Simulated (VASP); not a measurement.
A run of VASP 6.6.1 is set up as follows.

The input INCAR:

```
SYSTEM = W4N
PREC = Accurate
ENCUT = 520
EDIFF = 1E-6
ISMEAR = 0
SIGMA = 0.1
LREAL = .False.
LASPH = .True.
NELM = 80
ALGO = Normal
ISIF = 2
LWAVE = .False.
LCHARG = .False.
GGA = PE
NBANDS = 38
```

Contents of KPOINTS:

```
Automatic mesh
0
Gamma
  10 10 10
  0 0 0
```

File POSCAR:

```
W4N
1.0
    4.1217203384      0.0000000000      0.0000000000
    0.0000000000      4.1217203384      0.0000000000
    0.0000000000      0.0000000000      4.1956198610
W N
4 1
Direct
    0.0000000000      0.0000000000      0.0000000000
    0.0000000000      0.5000000000      0.5491051637
    0.5000000000      0.0000000000      0.4508948363
    0.5000000000      0.5000000000      0.0000000000
    0.5000000000      0.5000000000      0.5000000000
```

Potentials or basis: VASP PAW PBE potentials, release 64 (W_sv, N).

Run with:

```console
$ cat potpaw_PBE.64/W_sv/POTCAR potpaw_PBE.64/N/POTCAR > POTCAR
$ mpirun -np 1 vasp_std > vasp.out
```

**Question.** Estimate the largest force.

**Answer.** 0.006 eV/Å.

**Question.** Predict the pressure.

**Answer.** 0.9 GPa.

**Question.** What does it give for the band gap on the k mesh?

**Answer.** Zero (an odd number of electrons rules out a gap without spin polarisation).

Forces on the atoms (eV/Å):
```
W    0.000  0.000  0.000
W    0.000  0.000  0.006
W    0.000  0.000 -0.006
W    0.000  0.000  0.000
N    0.000  0.000  0.000
```

Caveat: spin-orbit coupling is left out, which moves the levels of the heavy elements.
